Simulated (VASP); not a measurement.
Here is a VASP 6.6.1 calculation.

INCAR

```
SYSTEM = GaN
  ALGO = Normal
  EDIFF = 1E-6
  ENCUT = 520
  GGA = RP
  ISIF = 2
  ISMEAR = -1
  LASPH = .TRUE.
  LCHARG = .FALSE.
  LREAL = .FALSE.
  LWAVE = .FALSE.
  NBANDS = 16
  NELM = 80
  PREC = Accurate
  SIGMA = 0.05
```

KPOINTS

```
k-points
0
G
  10 10 10
  0 0 0
```

POSCAR

```
GaN
1.0
    0.0000000000      2.2913106421      2.2913106421
    2.2913106421      0.0000000000      2.2913106421
    2.2913106421      2.2913106421      0.0000000000
Ga N
1 1
Direct
    0.0000000000      0.0000000000      0.0000000000
    0.2500000000      0.2500000000      0.2500000000
```

Potentials or basis: VASP PAW PBE potentials, release 64 (Ga_d, N).

Command:

```bash
$ cat potpaw_PBE.64/Ga_d/POTCAR potpaw_PBE.64/N/POTCAR > POTCAR
$ mpirun -np 1 vasp_std > vasp.out
```

Q: Predict the pressure.

A: 0.1 GPa.

Q: Estimate the band gap on the k mesh.

A: 1.46 eV, direct.

Caveat: the PAW data sets were made with another functional, which shifts forces and pressure a little.
